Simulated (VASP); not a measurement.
A run of VASP 6.6.1:

Contents of POSCAR:

```
ZnS
1.0
    0.0000000000      2.7020000000      2.7020000000
    2.7020000000      0.0000000000      2.7020000000
    2.7020000000      2.7020000000      0.0000000000
Zn S
1 1
Direct
    0.7500000000      0.7500000000      0.7500000000
    0.0000000000      0.0000000000      0.0000000000
```

Contents of INCAR.step1:

```
PREC = Accurate
ENCUT = 520
EDIFF = 1E-5
ISMEAR = -1
SIGMA = 0.05
LREAL = F
LASPH = T
NELM = 60
ALGO = Normal
ISIF = 2
LWAVE = T
LCHARG = F
GGA = PE
NBANDS = 16
```

The input INCAR.step2:

```
PREC = Accurate
ENCUT = 520
EDIFF = 1E-6
ISMEAR = -1
SIGMA = 0.05
LREAL = F
LASPH = T
NELM = 60
ALGO = Normal
ISIF = 2
LWAVE = F
LCHARG = F
GGA = PE
LHFCALC = T
AEXX = 0.25
HFSCREEN = 0.1
PRECFOCK = Normal
ISTART = 1
NBANDS = 16
```

KPOINTS

```
Automatic mesh
0
Gamma
  5 5 5
```

Potentials or basis: VASP PAW PBE potentials, release 64 (Zn, S).

Launch:

```console
$ cat potpaw_PBE.64/Zn/POTCAR potpaw_PBE.64/S/POTCAR > POTCAR
$ cp INCAR.step1 INCAR
$ mpirun -np 1 vasp_std > vasp.out
$ cp INCAR.step2 INCAR
$ mpirun -np 1 vasp_std > vasp.out
```

Hardware: 1 thread of Intel(R) Xeon(R) Platinum 8259CL CPU @ 2.50GHz (Skylake/Cascade Lake), with other jobs on the host.

Problem. How long does it take, and how much memory?

Solution. Wall time 13 min on 1 thread of Intel(R) Xeon(R) Platinum 8259CL CPU @ 2.50GHz (Skylake/Cascade Lake) (shared host), peak memory 0.26 GiB. Counts: k points 10.
